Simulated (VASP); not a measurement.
Wanted: the native input for a VASP 6.6.1 run.

- Task: single point
- Functional: PBEsol
- Potentials or basis: VASP PAW PBE potentials, release 64 (Rb_sv)
- Cutoff: 520 eV
- k mesh: 9 × 9 × 9
- Occupations: fermi-dirac, width 0.1 eV
- Spin: no spin polarisation
- Dipole correction: no
- Further INCAR settings: ALGO = Normal; EDIFF = 1e-06; NBANDS = 10

The structure of Rb lies in POSCAR:

```
Rb
1.0
    0.0000000000      3.6537810684      3.6537810684
    3.6537810684      0.0000000000      3.6537810684
    3.6537810684      3.6537810684      0.0000000000
Rb
1
Direct
    0.0000000000      0.0000000000      0.0000000000
```

This cell differs from its parent crystal: volume scaled by 1.12.

The input as run:

INCAR

```
SYSTEM = Rb
  ALGO = Normal
  EDIFF = 1E-6
  ENCUT = 520
  GGA = PS
  ISIF = 2
  ISMEAR = -1
  LASPH = .True.
  LCHARG = .False.
  LREAL = .False.
  LWAVE = .False.
  NBANDS = 10
  NELM = 80
  PREC = Accurate
  SIGMA = 0.1
```

KPOINTS

```
k-points
0
Gamma
  9 9 9
  0 0 0
```

Potentials or basis: VASP PAW PBE potentials, release 64 (Rb_sv).

Run with:

```bash
$ cat potpaw_PBE.64/Rb_sv/POTCAR > POTCAR
$ mpirun -np 1 vasp_std > vasp.out
```

Results of the run:

```
Pressure : -0.3 GPa
```

Caveat: the PAW data sets were made with another functional, which shifts forces and pressure a little.

It used 22 s of CPU time on 1 thread of AMD EPYC 7R13 Processor (Zen 3), on a shared host.
